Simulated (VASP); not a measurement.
The system is NiO.

```
Ni O
1.0
     2.50462    0.00000    0.00000
     0.00000    2.50462    0.00000
     0.00000    0.00000    2.50462
Ni O
1 1
Cartesian
  0.0000 0.0000 0.0000
  1.2523 1.2523 1.2523
```

- Program: VASP 6.6.1
- Task: relaxation of cell and atoms
- Functional: PBE
- Dispersion: D4
- Potentials or basis: VASP PAW PBE potentials, release 64 (Ni, O)
- Cutoff: 600 eV
- k mesh: 11 × 11 × 11
- Occupations: fermi-dirac, width 0.05 eV
- Spin: collinear spin, ferromagnetic start
- Starting moments: [1.0, 0.0] μB

At the start: pressure 20.4 GPa; volume 7.86 Å³/atom.

Q: Where does the relaxation end?

A: Over 5 steps the energy falls by 63.8 meV/atom and the volume is 8.77 Å³/atom (+11.7 %); space group Pm-3m (No. 221, to 0.05 Å); moment 1.93 μB per cell.

The path:
| step | energy change (eV) | largest force (eV/Å) | pressure (GPa) | volume (Å³) |
| --- | --- | --- | --- | --- |
| 1 | 0.0000 | 0.0000 | 20.37 | 15.71 |
| 2 | -0.1159 | 0.0000 | -6.52 | 18.09 |
| 3 | -0.1275 | 0.0000 | -0.37 | 17.58 |
| 4 | -0.1276 | 0.0000 | 0.20 | 17.54 |
| 5 | -0.1276 | 0.0000 | 0.13 | 17.54 |

Final structure:
```yaml
crystal:
  lattice:
    - [2.59836, 0.00000, 0.00000]
    - [0.00000, 2.59836, 0.00000]
    - [0.00000, 0.00000, 2.59836]
  atoms:
    - { symbol: Ni, position: [0.00000, 0.00000, 0.00000] }
    - { symbol: O, position: [0.50000, 0.50000, 0.50000] }
```

Caveat: a cell with one magnetic atom can't hold antiferromagnetic order, which such compounds often take; pairwise dispersion overbinds metals, which lowers pressure and volume.
